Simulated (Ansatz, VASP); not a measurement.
## One calculation of TiO2, two programs

```
CELL_PARAMETERS angstrom
2.93899 0.00000 0.00000
0.00000 4.59125 0.00000
0.00000 0.00000 25.97824
ATOMIC_POSITIONS crystal
O 0.50000 0.12801 0.28683
O 0.50000 0.76259 0.35491
O 0.00000 0.28537 0.37757
O 0.00000 0.69412 0.44500
O 0.50000 0.19476 0.46584
O 0.50000 0.80524 0.53416
O 0.00000 0.30588 0.55500
O 0.00000 0.71463 0.62243
O 0.50000 0.23740 0.64509
O 0.50000 0.87199 0.71317
Ti 0.00000 0.02110 0.32466
Ti 0.50000 0.50942 0.41082
Ti 0.00000 0.00000 0.50000
Ti 0.50000 0.49058 0.58918
Ti 0.00000 0.97890 0.67534
```

Alike in both runs: functional PBEsol; k mesh 9 × 6 × 1; occupations gaussian, width 0.05 eV; no spin polarisation.

Ansatz relaxed the structure, and its values are those at the end. VASP's run is a single point on that final structure, the one shown.

|  | VASP | Ansatz |
| --- | --- | --- |
| version | VASP 6.6.1 | Ansatz 0.2.0 |
| potentials or method | VASP PAW PBE potentials, release 64 (O, Ti_sv), cutoff 520 eV | scalar-relativistic, plane waves, PAW |
| valence electrons in the cell | 120 | 120 |

Ansatz gave:

```
gap on the k mesh at the Fermi level (eV) : 2.10
least direct gap on the mesh (eV)         : 2.10
rms of the force components (eV/Å)        : 0.001
```

Problem. Which values does VASP return?

Solution. gap on the k mesh at the Fermi level (eV): 2.07; least direct gap on the mesh (eV): 2.07; rms of the force components (eV/Å): 0.033.

VASP's potentials were made for PBE, not for PBEsol. Ansatz's warnings: xc potential rough in thin density.
